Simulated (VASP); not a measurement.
Runs of VASP 6.6.1 on HfN. The structure is that of space group Fm-3m (No. 225), or close to it. The cells are those of the table. 

| task | cell | k mesh | cutoff (eV) | gap on the mesh (eV) | pressure (GPa) |
| --- | --- | --- | --- | --- | --- |
| single point | a = 3.185 Å, angles 60.0°, 2 atoms | 8 × 8 × 8 | 520 | none | -2.6 |
| relaxation of cell and atoms | relaxed from a = 3.185 Å, angles 60.0°, 2 atoms | 16 × 16 × 16 | 600 | none | 0.0 |
| relaxation of cell and atoms | relaxed from a = 3.306 Å, angles 60.0°, 2 atoms | 8 × 8 × 8 | 600 | none | -0.6 |
| single point | a = 3.306 Å, angles 60.0°, 2 atoms | 6 × 6 × 6 | 600 | none | (a) |
| single point | a = 3.183 Å, angles 60.0°, 2 atoms | 16 × 16 × 16 | 520 | none | -2.2 |

Alike in all rows: level PBEsol; potentials or basis VASP PAW PBE potentials, release 64 (Hf_pv, N); no spin polarisation; smearing gaussian 0.1 eV.

Question: Estimate the missing entries.

Answer: (a) -27.5.

Caveats: some runs use coarse meshes; the PAW data sets were made with another functional, which shifts forces and pressure a little; spin-orbit coupling is left out, which moves the levels of the heavy elements.

A k mesh can miss the band edges, and the runs leave out spin-orbit coupling on Hf.

A gap of «none» marks levels without a gap at the run's occupations.
